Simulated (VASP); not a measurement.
# CdBr (P4/mmm) in VASP: a series of runs, part 3 of 3

VASP 6.6.1. Earlier steps stand in the parts before.

## 4. Single point, PBE (26.85 Å³/atom)

This run uses another cell than the first one, of 26.85 Å³/atom.

File INCAR:

```
SYSTEM = CdBr
ALGO = Normal ; EDIFF = 1E-7
ENCUT = 520 ; GGA = PE
ISIF = 2 ; ISMEAR = -1
LASPH = .TRUE. ; LCHARG = .FALSE.
LREAL = .FALSE. ; LWAVE = .FALSE.
NBANDS = 16 ; NELM = 100
PREC = Accurate ; SIGMA = 0.05
```

File KPOINTS:

```
k-points
0
G
  8 8 6
  0 0 0
```

File POSCAR:

```
CdBr
1.0
    3.3406584189      0.0000000000      0.0000000000
    0.0000000000      3.3406584189      0.0000000000
    0.0000000000      0.0000000000      4.8112047735
Cd Br
1 1
Direct
    0.0000000000      0.0000000000      0.0000000000
    0.5000000000      0.5000000000      0.5000000000
```

Potentials or basis: VASP PAW PBE potentials, release 64 (Cd, Br).

Launch:

```bash
$ cat potpaw_PBE.64/Cd/POTCAR potpaw_PBE.64/Br/POTCAR > POTCAR
$ mpirun -np 1 vasp_std > vasp.out
```

OUTCAR:

```text
SYSTEM = CdBr
   EDIFF = 1E-7
   ENCUT = 520
   GGA = PE
   ISIF = 2
   ISMEAR = -1
   LASPH = .TRUE.
   LREAL = .FALSE.
   NELM = 100
   PREC = Accurate

 ion  position               nearest neighbor table
   1  0.000  0.000  0.000-
   2  0.500  0.500  0.500-

  LATTYP: Found a simple tetragonal cell.
 ALAT       =     3.3406584189
 C/A-ratio  =     1.4401965631

  Lattice vectors:

 A1 = (   3.3406584189,   0.0000000000,   0.0000000000)
 A2 = (   0.0000000000,   3.3406584189,   0.0000000000)
[... 642 lines left out ...]

  FORCE on cell =-STRESS in cart. coord.  units (eV):
  Direction    XX          YY          ZZ          XY          YZ          ZX
  --------------------------------------------------------------------------------------
  -------------------------------------------------------------------------------------
  Total        1.4052479      1.4052479     -2.0951110      0.0000000     -0.0000000      0.0000000
  in kB       41.9319963     41.9319963    -62.5172174      0.0000000     -0.0000000      0.0000000
  external PRESSURE =       7.1155917 kB  Pullay stress =       0.0000000 kB

 VOLUME and BASIS-vectors are now :
 -----------------------------------------------------------------------------
  energy-cutoff  :      520.00
  volume of cell :       53.69
      direct lattice vectors                 reciprocal lattice vectors
     3.340658419  0.000000000  0.000000000     0.299342188  0.000000000  0.000000000
     0.000000000  3.340658419  0.000000000     0.000000000  0.299342188  0.000000000
     0.000000000  0.000000000  4.811204774     0.000000000  0.000000000  0.207848148

 POSITION                                       TOTAL-FORCE (eV/Angst)
 -----------------------------------------------------------------------------------
      0.00000      0.00000      0.00000         0.000000      0.000000      0.000000
      1.67033      1.67033      2.40560         0.000000      0.000000      0.000000
 -----------------------------------------------------------------------------------
    total drift:                                0.000000      0.000000      0.000000

  FREE ENERGIE OF THE ION-ELECTRON SYSTEM (eV)
  ---------------------------------------------------
  free  energy   TOTEN  =        -2.4341495811 eV

  energy  without entropy=       -2.4219321648  energy(sigma->0) =       -2.42804087
```

stdout:

```text
POSCAR found type information on POSCAR CdBr
 POSCAR found :  2 types and       2 ions
 scaLAPACK will be used
 LDA part: xc-table for (Slater+PW92), standard interpolation
 POSCAR, INCAR and KPOINTS ok, starting setup
 FFT: planning ... GRIDC
 FFT: planning ... GRID_SOFT
 FFT: planning ... GRID
 WAVECAR not read
 entering main loop
```

It took 27 s on 1 thread of AMD EPYC 9R45 (Zen 5), shared host; peak memory 0.17 GiB.

What came out:

```yaml
Free_energy: -2.4341 eV
Pressure: 0.7 GPa
Band_gap_on_the_k_mesh: zero (an odd number of electrons rules out a gap without spin polarisation)
```

Caveat: an odd number of electrons without spin polarisation forces a metal; a magnetic or distorted state may lie lower.

## 5. Single point, PBE

This run uses another cell than the first one, of 27.39 Å³/atom.

File INCAR:

```
ALGO     = Normal         # electronic algorithm
EDIFF    = 1E-6           # SCF threshold, eV
ENCUT    = 520            # plane-wave cutoff, eV
GGA      = PE             # functional
ISIF     = 2              # what is computed and relaxed
ISMEAR   = -1             # smearing method
LASPH    = True           # aspherical terms in the spheres
LCHARG   = False          # write CHGCAR
LREAL    = False          # projectors in reciprocal space
LWAVE    = False          # write WAVECAR
NBANDS   = 16             # bands
NELM     = 100            # most SCF steps
PREC     = Accurate       # precision mode
SIGMA    = 0.05           # smearing width, eV
```

File KPOINTS:

```
k-points
0
Gamma
  8 8 6
```

File POSCAR:

```
CdBr
1.0
    3.3632311200      0.0000000000      0.0000000000
    0.0000000000      3.3632311200      0.0000000000
    0.0000000000      0.0000000000      4.8437139000
Cd Br
1 1
Direct
    0.0000000000      0.0000000000      0.0000000000
    0.5000000000      0.5000000000      0.5000000000
```

Launch:

```bash
$ cat potpaw_PBE.64/Cd/POTCAR potpaw_PBE.64/Br/POTCAR > POTCAR
$ mpirun -np 1 vasp_std > vasp.out
```

It took 25 s on 1 thread of AMD EPYC 9R45 (Zen 5), shared host; peak memory 0.17 GiB.

The run converged. Its results:

```
Free energy            : -2.4369 eV
Pressure               : 0.1 GPa
Band gap on the k mesh : zero (an odd number of electrons rules out a gap without spin polarisation)
```

Stress tensor (GPa, compression positive):
```
 3.43  0.00  0.00
 0.00  3.43  0.00
 0.00  0.00 -6.62
```

Levels at points of the mesh, in eV from the Fermi level:
| k point | band 6 | band 7 | band 8 | band 9 | band 10 | band 11 | band 12 | band 13 |
| --- | --- | --- | --- | --- | --- | --- | --- | --- |
| (0.00, 0.00, 0.00) | -8.00 | -3.56 | -3.45 | -0.69 | -0.69 | 6.66 | 6.95 | 8.17 |
| (0.50, 0.00, 0.00) | -8.02 | -4.69 | -2.22 | -0.15 | 0.74 | 0.76 | 3.83 | 8.91 |
| (0.50, 0.50, 0.00) | -7.83 | -3.52 | -3.52 | -1.86 | 0.99 | 3.81 | 3.81 | 6.61 |
| (0.00, 0.00, 0.50) | -8.00 | -5.85 | -0.54 | -0.54 | 0.87 | 3.11 | 8.26 | 8.26 |
| (0.50, 0.00, 0.50) | -7.97 | -4.25 | -3.62 | -1.44 | -0.17 | 3.57 | 7.11 | 8.61 |
| (0.50, 0.50, 0.50) | -7.83 | -3.05 | -3.05 | -2.03 | 1.91 | 2.06 | 2.06 | 3.57 |

Caveat: an odd number of electrons without spin polarisation forces a metal; a magnetic or distorted state may lie lower.

## 6. Single point, PBE (27.94 Å³/atom)

This run uses another cell than the first one, of 27.94 Å³/atom.

File INCAR:

```
SYSTEM = CdBr
PREC = Accurate
ENCUT = 520
EDIFF = 1E-7
ISMEAR = -1
SIGMA = 0.05
LREAL = .FALSE.
LASPH = .TRUE.
NELM = 60
ALGO = Normal
ISIF = 2
LWAVE = .FALSE.
LCHARG = .TRUE.
GGA = PE
LELF = .TRUE.
LVHAR = .TRUE.
NBANDS = 16
```

File KPOINTS:

```
Automatic mesh
0
G
  8 8 6
  0 0 0
```

File POSCAR:

```
CdBr
1.0
    3.3855048229      0.0000000000      0.0000000000
    0.0000000000      3.3855048229      0.0000000000
    0.0000000000      0.0000000000      4.8757924104
Cd Br
1 1
Direct
    0.0000000000      0.0000000000      0.0000000000
    0.5000000000      0.5000000000      0.5000000000
```

Potentials or basis: VASP PAW PBE potentials, release 64 (Cd, Br).

Launch:

```bash
$ cat potpaw_PBE.64/Cd/POTCAR potpaw_PBE.64/Br/POTCAR > POTCAR
$ mpirun -np 1 vasp_std > vasp.out
```

OUTCAR:

```text
SYSTEM = CdBr
   PREC = Accurate
   ENCUT = 520
   EDIFF = 1E-7
   ISMEAR = -1
   LREAL = .FALSE.
   LASPH = .TRUE.
   NELM = 60
   ISIF = 2
   GGA = PE

 ion  position               nearest neighbor table
   1  0.000  0.000  0.000-
   2  0.500  0.500  0.500-

  LATTYP: Found a simple tetragonal cell.
 ALAT       =     3.3855048229
 C/A-ratio  =     1.4401965631

  Lattice vectors:

 A1 = (   3.3855048229,   0.0000000000,   0.0000000000)
 A2 = (   0.0000000000,   3.3855048229,   0.0000000000)
 A3 = (   0.0000000000,   0.0000000000,   4.8757924104)

Analysis of symmetry for initial positions (statically):
=====================================================================
 Subroutine PRICEL returns:
 Original cell was already a primitive cell.

 Routine SETGRP: Setting up the symmetry group for a
 simple tetragonal supercell.

 Subroutine GETGRP returns: Found 16 space group operations
 (whereof 16 operations were pure point group operations)
 out of a pool of 16 trial point group operations.
[... 159 lines left out ...]
  free energy    TOTEN  =        -2.43557707 eV

  energy without entropy =       -2.42192433  energy(sigma->0) =       -2.42875070

 E-fermi :   1.3576     XC(G=0):  -9.3157

 val. band max:        1.3246977212   @ k =   0.3750   0.1250   0.1667
 cond. band min:       1.3771347250   @ k =   0.3750   0.2500   0.3333
 fundamental gap:      0.0524370038
 Fermi energy:         1.3575590520

 k-point     1 :       0.0000    0.0000    0.0000
  band No.  band energies     occupation
      1     -13.3448      2.00000
      2      -7.1876      2.00000
      3      -6.9419      2.00000
      4      -6.6566      2.00000
      5      -6.6566      2.00000
      6      -6.6200      2.00000
[... 433 lines left out ...]
      3      -6.9035      2.00000
      4      -6.8183      2.00000
      5      -6.6723      2.00000
      6      -6.6285      2.00000
[... 8 lines left out ...]
     15      12.0776      0.00000
     16      13.1403      0.00000

 [... further k-points ...]

------------------------ aborting loop because EDIFF is reached ----------------------------------------

  FORCE on cell =-STRESS in cart. coord.  units (eV):
  Direction    XX          YY          ZZ          XY          YZ          ZX
  --------------------------------------------------------------------------------------
  -------------------------------------------------------------------------------------
  Total        0.9661917      0.9661917     -2.4133964      0.0000000     -0.0000000      0.0000000
  in kB       27.7001295     27.7001295    -69.1906099      0.0000000     -0.0000000      0.0000000
  external PRESSURE =      -4.5967837 kB  Pullay stress =       0.0000000 kB

 VOLUME and BASIS-vectors are now :
 -----------------------------------------------------------------------------
  energy-cutoff  :      520.00
  volume of cell :       55.88
      direct lattice vectors                 reciprocal lattice vectors
     3.385504823  0.000000000  0.000000000     0.295376924  0.000000000  0.000000000
     0.000000000  3.385504823  0.000000000     0.000000000  0.295376924  0.000000000
     0.000000000  0.000000000  4.875792410     0.000000000  0.000000000  0.205094868

 POSITION                                       TOTAL-FORCE (eV/Angst)
 -----------------------------------------------------------------------------------
      0.00000      0.00000      0.00000         0.000000      0.000000      0.000000
      1.69275      1.69275      2.43790         0.000000      0.000000      0.000000
 -----------------------------------------------------------------------------------
    total drift:                               -0.000000      0.000000      0.000000

  FREE ENERGIE OF THE ION-ELECTRON SYSTEM (eV)
  ---------------------------------------------------
  free  energy   TOTEN  =        -2.4355770718 eV

  energy  without entropy=       -2.4219243314  energy(sigma->0) =       -2.42875070
```

stdout:

```text
POSCAR found type information on POSCAR CdBr
 POSCAR found :  2 types and       2 ions
 scaLAPACK will be used
 LDA part: xc-table for (Slater+PW92), standard interpolation
 POSCAR, INCAR and KPOINTS ok, starting setup
 FFT: planning ... GRIDC
 FFT: planning ... GRID_SOFT
 FFT: planning ... GRID
 WAVECAR not read
 entering main loop
```

Run time: 31 s. Hardware: 1 thread of AMD EPYC 9R45 (Zen 5), shared host; peak memory 0.17 GiB.

Results:

| Item | Value |
| --- | --- |
| Free energy | -2.4356 eV |
| Pressure | -0.5 GPa |
| Band gap on the k mesh | zero (an odd number of electrons rules out a gap without spin polarisation) |

Stress tensor (GPa, compression positive):
```
 2.77  0.00  0.00
 0.00  2.77  0.00
 0.00  0.00 -6.92
```

Caveat: an odd number of electrons without spin polarisation forces a metal; a magnetic or distorted state may lie lower.

## 7. Overview

```tsv
cell	gap on the mesh (eV)	pressure (GPa)
a = 3.295, b = 3.295, c = 4.745 Å, 2 atoms	none	2.2
a = 3.318, b = 3.318, c = 4.778 Å, 2 atoms	none	1.4
a = 3.341, b = 3.341, c = 4.811 Å, 2 atoms	none	0.7
a = 3.363, b = 3.363, c = 4.844 Å, 2 atoms	none	0.1
a = 3.386, b = 3.386, c = 4.876 Å, 2 atoms	none	-0.5
```

Alike in all rows: task single point; level PBE; potentials or basis VASP PAW PBE potentials, release 64 (Cd, Br); no spin polarisation; k mesh 8 × 8 × 6; cutoff (eV) 520; smearing fermi-dirac 0.05 eV.

Caveats: an odd number of electrons without spin polarisation forces a metal; a magnetic or distorted state may lie lower.

Total energies depend on the potentials used, so only differences within one code and one set of settings carry meaning.
